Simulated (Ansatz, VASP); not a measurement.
**Two plane-wave programs on BAs**

Contents of INCAR:

```
SYSTEM = BAs
PREC = Accurate ; ENCUT = 600
EDIFF = 1E-7 ; ISMEAR = -1
SIGMA = 0.05 ; LREAL = .False.
LASPH = .True. ; NELM = 120
ALGO = Normal ; ISIF = 3
LWAVE = .False. ; LCHARG = .False.
GGA = RP ; IVDW = 12
IBRION = 2 ; NSW = 60
EDIFFG = -0.01 ; GGA_COMPAT = .False.
NELMIN = 4
```

KPOINTS

```
regular mesh
0
Gamma
  10 10 10
  0 0 0
```

POSCAR

```
BAs
1.0
    0.0000000000      2.3885000000      2.3885000000
    2.3885000000      0.0000000000      2.3885000000
    2.3885000000      2.3885000000      0.0000000000
As B
1 1
Direct
    0.7500000000      0.7500000000      0.7500000000
    0.0000000000      0.0000000000      0.0000000000
```

Contents of input.yaml:

```yaml
crystal:
  lattice:
    - [0.0, 2.3885, 2.3885]
    - [2.3885, 0.0, 2.3885]
    - [2.3885, 2.3885, 0.0]
  atoms:
    - { symbol: As, position: [0.75, 0.75, 0.75] }
    - { symbol: B, position: [0.0, 0.0, 0.0] }
hamiltonian:
  xc: rpbe
  pseudopotentials: { kind: paw }
  dispersion: d3bj
kpoints:
  mp_grid: { grid: [10, 10, 10] }
scf:
  occupations: { method: fermi_dirac, width: 0.05 }
output:
  forces: true
  stress: true
  eigenvalues: true
relax:
  f_tol: 0.01
  max_steps: 40
  cell: { stress_tol: 0.05 }
```

Alike in both runs: task relaxation of cell and atoms; functional RPBE; dispersion D3(BJ); k mesh 10 × 10 × 10; occupations fermi-dirac, width 0.05 eV; no spin polarisation.

|  | VASP | Ansatz |
| --- | --- | --- |
| version | VASP 6.6.1 | Ansatz 0.2.0 |
| potentials or method | VASP PAW PBE potentials, release 64 (As_d, B) | Ansatz PAW |
| plane-wave cutoff (eV) | 600 | 420 |
| valence electrons in the cell | 18 | 18 |

Ansatz gave:

```
gap on the k mesh at the Fermi level, each at its own relaxed structure (eV) : 1.10
relaxed volume (Å³/atom)                                                     : 12.31
relaxed cell length with the largest relative difference (Å)                 : 3.265
```

Q: Which values does VASP return?

A: gap on the k mesh at the Fermi level, each at its own relaxed structure (eV): 1.10; relaxed volume (Å³/atom): 12.29; relaxed cell length with the largest relative difference (Å): 3.264.

VASP's potentials were made for PBE, not for RPBE.

Noted on Ansatz's run: the plane-wave basis is chosen anew once the cell has moved, so the energies of steps on either side of that aren't comparable.
